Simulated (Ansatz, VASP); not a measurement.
**Two plane-wave programs on GaN**

The input INCAR:

```
ALGO     = Normal         # electronic algorithm
EDIFF    = 1E-6           # SCF threshold, eV
ENCUT    = 520            # plane-wave cutoff, eV
GGA      = PE             # functional
GGA_COMPAT= False        
ISIF     = 2              # what is computed and relaxed
ISMEAR   = -1             # smearing method
LASPH    = True           # aspherical terms in the spheres
LCHARG   = True           # write CHGCAR
LORBIT   = 11             # projections on sites
LORBMOM  = True         
LREAL    = False          # projectors in reciprocal space
LSORBIT  = True           # spin-orbit coupling
LVHAR    = True         
LWAVE    = False          # write WAVECAR
MAGMOM   = 0 0 0 0 0 0    # initial moments
NBANDS   = 30             # bands
NELM     = 150            # most SCF steps
PREC     = Accurate       # precision mode
SIGMA    = 0.05           # smearing width, eV
```

The input KPOINTS:

```
k-points
0
Gamma
  10 10 10
```

Contents of POSCAR:

```
GaN
1.0
    0.0000000000      2.2831553320      2.2831553320
    2.2831553320      0.0000000000      2.2831553320
    2.2831553320      2.2831553320      0.0000000000
Ga N
1 1
Direct
    0.0000000000      0.0000000000      0.0000000000
    0.2500000000      0.2500000000      0.2500000000
```

File input.yaml:

```yaml
crystal:
  lattice:
    - [0.0, 2.283155332, 2.283155332]
    - [2.283155332, 0.0, 2.283155332]
    - [2.283155332, 2.283155332, 0.0]
  atoms:
    - { symbol: Ga, position: [0.0, 0.0, 0.0] }
    - { symbol: "N", position: [0.25, 0.25, 0.25] }
hamiltonian:
  xc: pbe
  pseudopotentials: { kind: paw_fr }
magnetization:
  noncollinear: true
  spin_orbit: true
kpoints:
  mp_grid: { grid: [10, 10, 10] }
scf:
  occupations: { method: fermi_dirac, width: 0.05 }
output:
  forces: true
  stress: true
  eigenvalues: true
```

Alike in both runs: task single point; functional PBE; k mesh 10 × 10 × 10; occupations fermi-dirac, width 0.05 eV; non-collinear spin, spin-orbit coupling.

```csv
,VASP,Ansatz
version,VASP 6.6.1,Ansatz 0.2.0
potentials or method,"VASP PAW PBE potentials, release 64 (Ga_d, N)",Ansatz PAW
plane-wave cutoff (eV),520,420
valence electrons in the cell,18,18
```

|  | VASP | Ansatz | Ansatz less VASP |
| --- | --- | --- | --- |
| pressure (GPa) | -1.9 | -2.0 | -0.12 |
| net moment per atom (μB) | 0.00 | 0.00 | 0.000 |

The functional is the same, so the differences come from potentials, cutoffs and numerics.
